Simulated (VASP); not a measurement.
# BaTiO3: relaxation of the atoms with PBE

The system is BaTiO3.

```
CELL_PARAMETERS angstrom
2.82767 1.63255 2.38726
-2.82767 1.63255 2.38726
0.00000 -3.26511 2.38726
ATOMIC_POSITIONS crystal
Ba 0.99805 0.99805 0.99805
Ti 0.48636 0.48636 0.48636
O 0.51010 0.51010 0.01669
O 0.01669 0.51010 0.51010
O 0.51010 0.01669 0.51010
```

This cell differs from its parent crystal: z stretched by +3 %.

```json
{
 "Program": "VASP 6.6.1",
 "Task": "relaxation of the atoms",
 "Functional": "PBE",
 "Potentials or basis": "VASP PAW PBE potentials, release 64 (Ba_sv, Ti_sv, O)",
 "Cutoff": "520 eV",
 "k mesh": "8 × 8 × 8",
 "Occupations": "fermi-dirac, width 0.02 eV",
 "Spin": "no spin polarisation",
 "Dipole correction": "no",
 "Further INCAR settings": "ALGO = Normal; EDIFF = 1e-07; IBRION = 2; EDIFFG = -0.02; NSW = 80"
}
```

```yaml
Energy_gained_by_relaxing: 1.7 meV/atom
Ionic_steps: 7
Pressure_after_relaxing: 2.8 GPa
Largest_force_after_relaxing: 0.006 eV/Å
Band_gap_on_the_k_mesh: 2.50 eV (least direct gap 2.92 eV)
```

Forces in eV/Å, atoms in the order of the input:
```
Ba   0.000  0.000 -0.001
Ti   0.000  0.000 -0.006
O    0.000 -0.005  0.002
O    0.005  0.003  0.002
O   -0.005  0.003  0.002
```

Stress tensor (GPa, compression positive):
```
 4.75  0.00  0.00
 0.00  4.75  0.00
 0.00  0.00 -0.98
```

Step by step:
| step | energy change (eV) | largest force (eV/Å) | pressure (GPa) |
| --- | --- | --- | --- |
| 1 | 0.0000 | 0.3038 | 1.47 |
| 2 | -0.0057 | 0.1691 | 2.16 |
| 3 | -0.0073 | 0.0710 | 2.79 |
| 4 | -0.0080 | 0.0498 | 2.82 |
| 5 | -0.0082 | 0.0423 | 2.85 |
| 6 | -0.0083 | 0.0208 | 2.85 |
| 7 | -0.0084 | 0.0057 | 2.84 |

Final structure:
```yaml
crystal:
  lattice:
    - [2.82767, 1.63255, 2.38726]
    - [-2.82767, 1.63255, 2.38726]
    - [0.00000, -3.26511, 2.38726]
  atoms:
    - { symbol: Ba, position: [0.99620, 0.99620, 0.99620] }
    - { symbol: Ti, position: [0.48213, 0.48213, 0.48213] }
    - { symbol: O, position: [0.51175, 0.51175, 0.01949] }
    - { symbol: O, position: [0.01949, 0.51175, 0.51175] }
    - { symbol: O, position: [0.51175, 0.01949, 0.51175] }
```

Levels at points of the mesh, in eV from the valence-band top:
| k point | band 18 | band 19 | band 20 | band 21 | band 22 | band 23 |
| --- | --- | --- | --- | --- | --- | --- |
| (0.00, 0.00, 0.00) | -0.71 | -0.42 | -0.42 | 2.50 | 2.50 | 2.75 |
| (0.50, 0.00, 0.00) | -1.56 | -1.06 | -0.78 | 2.68 | 3.75 | 3.87 |
| (0.50, 0.50, 0.00) | -0.92 | -0.80 | -0.07 | 3.82 | 3.86 | 4.14 |
| (0.50, 0.50, 0.50) | 0.00 | 0.00 | 0.00 | 4.23 | 4.39 | 4.39 |

Run time: 6.4 min on 1 thread of Oxide Virtual Turin-like Processor, on a shared host, peak memory 0.21 GiB.

Caveat: the cell differs from its parent crystal (z stretched by +3 %); spin-orbit coupling is left out, which moves the levels of the heavy elements. A k mesh can miss the band edges.
